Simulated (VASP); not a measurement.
# Os (P6_3/mmc) in VASP: notebook

The runs below take Os through single point, with PBE, r2SCAN.

All numbers are computed with VASP 6.6.1; they aren't measurements. Logs are shortened: lines on timing, memory, paths and dates and some standing lists are left out, and cuts for length are marked.

## 1. The cell of the first run

It takes space group P6_3/mmc (No. 194, hexagonal). Conventional cell: a = 2.749 Å, b = 2.749 Å, c = 4.362 Å, α = 90.00°, β = 90.00°, γ = 120.00°. Os (site symmetry -6m2) has 12 Os at 2.70 to 2.75 Å within 3.6 Å.

## 2. Single point, PBE

INCAR reads:

```
PREC     = Accurate       # precision mode
ENCUT    = 520            # plane-wave cutoff, eV
EDIFF    = 1E-6           # SCF threshold, eV
ISMEAR   = 0              # smearing method
SIGMA    = 0.05           # smearing width, eV
LREAL    = F              # projectors in reciprocal space
LASPH    = T              # aspherical terms in the spheres
NELM     = 100            # most SCF steps
ALGO     = Normal         # electronic algorithm
ISIF     = 2              # what is computed and relaxed
LWAVE    = F              # write WAVECAR
LCHARG   = T              # write CHGCAR
GGA      = PE             # functional
LELF     = T              # ELF
LVHAR    = T            
NBANDS   = 15             # bands
```

KPOINTS reads:

```
regular mesh
0
Gamma
  8 8 6
```

POSCAR reads:

```
Os
1.0
    2.7485690292      0.0000000000      0.0000000000
   -1.3742845146      2.3803306034      0.0000000000
    0.0000000000      0.0000000000      4.3623107432
Os
2
Direct
    0.3333333333      0.6666666667      0.7500000000
    0.6666666667      0.3333333333      0.2500000000
```

Potentials or basis: VASP PAW PBE potentials, release 64 (Os).

The run is started by

```bash
$ cat potpaw_PBE.64/Os/POTCAR > POTCAR
$ mpirun -np 1 vasp_std > vasp.out
```

OUTCAR:

```text
PREC = Accurate
   ENCUT = 520
   EDIFF = 1E-6
   ISMEAR = 0
   LREAL = F
   LASPH = T
   NELM = 100
   ISIF = 2
   GGA = PE

 ion  position               nearest neighbor table
   1  0.333  0.667  0.750-   2 2.70   2 2.70   2 2.70   2 2.70   2 2.70   2 2.70
   2  0.667  0.333  0.250-   1 2.70   1 2.70   1 2.70   1 2.70   1 2.70   1 2.70

  LATTYP: Found a hexagonal cell.
 ALAT       =     2.7485690292
 C/A-ratio  =     1.5871206787

  Lattice vectors:

 A1 = (   2.7485690292,   0.0000000000,   0.0000000000)
 A2 = (  -1.3742845146,   2.3803306034,   0.0000000000)
 A3 = (   0.0000000000,   0.0000000000,   4.3623107432)

Analysis of symmetry for initial positions (statically):
=====================================================================
 Subroutine PRICEL returns:
 Original cell was already a primitive cell.

 Routine SETGRP: Setting up the symmetry group for a
 hexagonal supercell.

 Subroutine GETGRP returns: Found 24 space group operations
 (whereof 12 operations were pure point group operations)
 out of a pool of 24 trial point group operations.

The static configuration has the point symmetry D_3d.
 The point group associated with its full space group is D_6h.

Analysis of symmetry for dynamics (positions and initial velocities):
=====================================================================
 Subroutine PRICEL returns:
 Original cell was already a primitive cell.

 Routine SETGRP: Setting up the symmetry group for a
 hexagonal supercell.

 Subroutine GETGRP returns: Found 24 space group operations
 (whereof 12 operations were pure point group operations)
 out of a pool of 24 trial point group operations.

The dynamic configuration has the point symmetry D_3d.
 The point group associated with its full space group is D_6h.

 Subroutine INISYM returns: Found 24 space group operations
 (whereof 12 operations are pure point group operations),
 and found     1 'primitive' translations

----------------------------------------------------------------------------------------

                                     Primitive cell

  volume of cell :      28.5404

  direct lattice vectors                    reciprocal lattice vectors
     2.748569029  0.000000000  0.000000000     0.363825681  0.210054855  0.000000000
    -1.374284515  2.380330603  0.000000000     0.000000000  0.420109710  0.000000000
     0.000000000  0.000000000  4.362310743     0.000000000  0.000000000  0.229236306

  length of vectors
     2.748569029  2.748569029  4.362310743     0.420109710  0.420109710  0.229236306

  position of ions in fractional coordinates (direct lattice)
     0.333333333  0.666666667  0.750000000
     0.666666667  0.333333333  0.250000000

  ion indices of the primitive-cell ions
   primitive index   ion index
                 1           1
                 2           2

----------------------------------------------------------------------------------------

 KPOINTS: regular mesh

Automatic generation of k-mesh.
 Grid dimensions read from file:
 generate k-points for:    8    8    6

 Generating k-lattice:

  Cartesian coordinates                     Fractional coordinates (reciprocal lattice)
     0.045478210  0.026256857  0.000000000     0.125000000  0.000000000  0.000000000
     0.000000000  0.052513714  0.000000000     0.000000000  0.125000000  0.000000000
     0.000000000  0.000000000  0.038206051     0.000000000  0.000000000  0.166666667

  Length of vectors
     0.052513714  0.052513714  0.038206051

  Shift w.r.t. Gamma in fractional coordinates (k-lattice)
     0.000000000  0.000000000  0.000000000

 Subroutine IBZKPT returns following result:
 ===========================================

 Found     40 irreducible k-points:

 Following reciprocal coordinates:
            Coordinates               Weight
  0.000000  0.000000  0.000000      1.000000
  0.125000 -0.000000  0.000000      6.000000
  0.250000 -0.000000  0.000000      6.000000
  0.375000 -0.000000  0.000000      6.000000
  0.500000 -0.000000  0.000000      3.000000
  0.125000  0.125000  0.000000      6.000000
[... 16 lines left out ...]
  0.250000 -0.000000  0.333333     12.000000
  0.375000 -0.000000  0.333333     12.000000
 [... further k-points ...]
   k-points           NKPTS =     40   k-points in BZ     NKDIM =     40   number of bands    NBANDS=     15
   number of dos      NEDOS =    301   number of ions     NIONS =      2
   total plane-waves  NPLWV =  12800
   dimension x,y,z NGX =    20 NGY =   20 NGZ =   32
   dimension x,y,z NGXF=    40 NGYF=   40 NGZF=   64
   ions per type =               2
   NGX,Y,Z   is equivalent  to a cutoff of  12.10, 12.10, 12.20 a.u.
   NGXF,Y,Z  is equivalent  to a cutoff of  24.19, 24.19, 24.39 a.u.
 SYSTEM =  unknown system
   PREC   = accura    normal or accurate (medium, high low for compatibility)
   ISTART =      0    job   : 0-new  1-cont  2-samecut
   ICHARG =      2    charge: 1-file 2-atom 10-const
   ISPIN  =      1    spin polarized calculation?
   LNONCOLLINEAR =      F non collinear calculations
   LSORBIT =      F    spin-orbit coupling
   LASPH  =      T    aspherical Exc in radial PAW
   ENCUT  =  520.0 eV  38.22 Ry    6.18 a.u.   5.11  5.11  8.11*2*pi/ulx,y,z
   NELM   =    100;   NELMIN=  2; NELMDL= -5     # of ELM steps
   EDIFF  = 0.1E-05   stopping-criterion for ELM
   LREAL  =      F    real-space projection
   EDIFFG = 0.1E-04   stopping-criterion for IOM
   NSW    =      0    number of steps for IOM
   IBRION =     -1    ionic relax: 0-MD 1-quasi-New 2-CG
   NFREE  =      0    steps in history (QN), initial steepest desc. (CG)
   ISIF   =      2    stress and relaxation
   ISYM   =      2    0-nonsym 1-usesym 2-fastsym
   POTIM  = 0.5000    time-step for ionic-motion
   TEBEG  =    0.0;   TEEND  =   0.0 temperature during run
   PSTRESS=    0.0 pullay stress
   NELECT =      16.0000    total number of electrons
   NUPDOWN=      -1.0000    fix difference up-down
   EMIN   =  10.00;   EMAX   =-10.00  energy-range for DOS
   EFERMI =   0.00;   METHOD = LEGACY
   ISMEAR =     0;   SIGMA  =   0.05  broadening in eV -4-tet -1-fermi 0-gaus
   EFERMI_NEDOS =   21; number of points for ismear=-14 and -15
   IALGO  =     38    algorithm
   IMIX   =      4    mixing-type and parameters
     AMIX     =   0.40;   BMIX     =  1.00
     AMIX_MAG =   1.60;   BMIX_MAG =  1.00
  volume/ion in A,a.u.               =      14.27        96.30
  Fermi-wavevector in a.u.,A,eV,Ry     =   1.349878  2.550900 24.792151  1.822172
  Thomas-Fermi vector in A             =   2.477429
   LORBIT       =      0    0 simple, 1 ext, 2 COOP (PROOUT), +10 PAW based schemes
   GGA     = PE    functional components
   LHFCALC =     F    Hartree Fock is set to
   AEXX    =    0.0000 exact exchange contribution
   IVDW    =     0    specifies the selected vdW correction
   LEPSILON=     F    determine dielectric tensor
   LRPA    =     F    only Hartree local field effects (RPA)
 non-spin polarized calculation
 Gauss-broadening in eV      SIGMA  =   0.05
  energy-cutoff  :      520.00
  volume of cell :       28.54
 maximum number of plane-waves:       780
   NGX = 11   NGY = 11   NGZ = 17

 number of electron      16.0000000 magnetization

 Free energy of the ion-electron system (eV)
  ---------------------------------------------------
  ext. energy  EPLUGINS =         0.00000000
  ---------------------------------------------------
  free energy    TOTEN  =       -22.51447607 eV

  energy without entropy =      -22.51159242  energy(sigma->0) =      -22.51303424

 E-fermi :   9.1361     XC(G=0): -13.9433

 val. band max:        9.1358338660   @ k =   0.0000   0.0000   0.0000
 cond. band min:       9.1384105987   @ k =   0.1250  -0.0000   0.3333
 fundamental gap:      0.0025767327
 Fermi energy:         9.1361209095

 k-point     1 :       0.0000    0.0000    0.0000
  band No.  band energies     occupation
      1      -1.5955      2.00000
      2       1.5608      2.00000
      3       6.2149      2.00000
      4       6.2149      2.00000
      5       6.3924      2.00000
      6       7.0171      2.00000
      7       7.0171      2.00000
      8       7.6829      2.00000
      9       7.6829      2.00000
     10       9.1358      1.00648
     11      10.7997      0.00000
     12      10.7997      0.00000
     13      17.9413      0.00000
     14      23.2381      0.00000
     15      25.8323      0.00000

 k-point     2 :       0.1250   -0.0000    0.0000
  band No.  band energies     occupation
      1      -0.9895      2.00000
      2       2.0819      2.00000
      3       5.4133      2.00000
      4       6.6444      2.00000
      5       6.7008      2.00000
      6       6.7539      2.00000
      7       7.1362      2.00000
      8       7.2896      2.00000
      9       7.5191      2.00000
     10       7.8624      2.00000
     11      11.0562      0.00000
     12      13.2266      0.00000
     13      17.8580      0.00000
     14      24.3817      0.00000
     15      26.5410      0.00000

 k-point     3 :       0.2500   -0.0000    0.0000
  band No.  band energies     occupation
      1       0.5361      2.00000
      2       2.8410      2.00000
      3       4.7014      2.00000
      4       4.9322      2.00000
      5       6.1961      2.00000
      6       6.5493      2.00000
      7       7.2443      2.00000
      8       8.2516      2.00000
      9       8.4093      2.00000
     10       8.8914      2.00000
     11      11.4566      0.00000
     12      16.4847      0.00000
     13      17.4969      0.00000
     14      23.0575      0.00000
     15      25.3029      0.00000

 k-point     4 :       0.3750   -0.0000    0.0000
  band No.  band energies     occupation
      1       1.8968      2.00000
      2       2.4829      2.00000
      3       3.3466      2.00000
      4       5.5984      2.00000
      5       5.9632      2.00000
      6       6.7909      2.00000
      7       6.8591      2.00000
      8      10.1917      0.00000
      9      10.6495      0.00000
     10      10.6615      0.00000
     11      11.6934      0.00000
     12      17.4223      0.00000
     13      18.4561      0.00000
     14      19.4091      0.00000
     15      22.4613      0.00000
[... 307 lines left out ...]
 k-point    22 :       0.1250   -0.0000    0.3333
  band No.  band energies     occupation
      1       0.1919      2.00000
      2       2.0733      2.00000
      3       5.1126      2.00000
      4       5.4746      2.00000
      5       5.7338      2.00000
      6       6.3029      2.00000
      7       6.8252      2.00000
      8       6.8337      2.00000
      9       8.9345      2.00000
     10       9.1384      0.94836
     11      10.6859      0.00000
     12      11.3310      0.00000
     13      22.2372      0.00000
     14      23.5529      0.00000
     15      25.3597      0.00000

 k-point    23 :       0.2500   -0.0000    0.3333
  band No.  band energies     occupation
      1       1.3285      2.00000
      2       3.0107      2.00000
      3       3.9992      2.00000
      4       5.0216      2.00000
      5       5.6319      2.00000
      6       6.7778      2.00000
      7       6.9173      2.00000
      8       8.0042      2.00000
      9       9.1858      0.15972
     10       9.5575      0.00000
     11      10.7726      0.00000
     12      12.5760      0.00000
     13      21.3106      0.00000
     14      24.7554      0.00000
     15      25.4111      0.00000

 k-point    24 :       0.3750   -0.0000    0.3333
  band No.  band energies     occupation
      1       1.6925      2.00000
      2       2.6235      2.00000
      3       3.7771      2.00000
      4       4.5483      2.00000
      5       6.8907      2.00000
      6       6.9533      2.00000
      7       8.1980      2.00000
      8       9.1904      0.12505
      9      10.4936      0.00000
     10      10.6171      0.00000
     11      11.1644      0.00000
     12      13.4670      0.00000
     13      19.0690      0.00000
     14      21.6562      0.00000
     15      24.2933      0.00000

 [... further k-points ...]

------------------------ aborting loop because EDIFF is reached ----------------------------------------

  FORCE on cell =-STRESS in cart. coord.  units (eV):
  Direction    XX          YY          ZZ          XY          YZ          ZX
  --------------------------------------------------------------------------------------
  -------------------------------------------------------------------------------------
  Total       -0.0171809     -0.0171809     -0.0605982     -0.0000000      0.0000000      0.0000000
  in kB       -0.9644835     -0.9644835     -3.4018057     -0.0000000      0.0000000      0.0000000
  external PRESSURE =      -1.7769242 kB  Pullay stress =       0.0000000 kB

 VOLUME and BASIS-vectors are now :
 -----------------------------------------------------------------------------
  energy-cutoff  :      520.00
  volume of cell :       28.54
      direct lattice vectors                 reciprocal lattice vectors
     2.748569029  0.000000000  0.000000000     0.363825681  0.210054855  0.000000000
    -1.374284515  2.380330603  0.000000000     0.000000000  0.420109710  0.000000000
     0.000000000  0.000000000  4.362310743     0.000000000  0.000000000  0.229236306

 POSITION                                       TOTAL-FORCE (eV/Angst)
 -----------------------------------------------------------------------------------
     -0.00000      1.58689      3.27173        -0.000000      0.000000      0.000000
      1.37428      0.79344      1.09058         0.000000      0.000000      0.000000
 -----------------------------------------------------------------------------------
    total drift:                               -0.000000      0.000000     -0.000000

  FREE ENERGIE OF THE ION-ELECTRON SYSTEM (eV)
  ---------------------------------------------------
  free  energy   TOTEN  =       -22.5144760737 eV

  energy  without entropy=      -22.5115924150  energy(sigma->0) =      -22.51303424
```

It took 6.8 s on 1 thread of AMD EPYC 9R45 (Zen 5), shared host; peak memory 0.11 GiB.

Results:

```
Free energy            : -22.5145 eV
Pressure               : -0.2 GPa
Band gap on the k mesh : zero (bands 8 and 9 overlap by 3.66 eV)
```

Caveat: spin-orbit coupling is left out, which moves the levels of the heavy elements.

(Continued in part 2 of 2.)
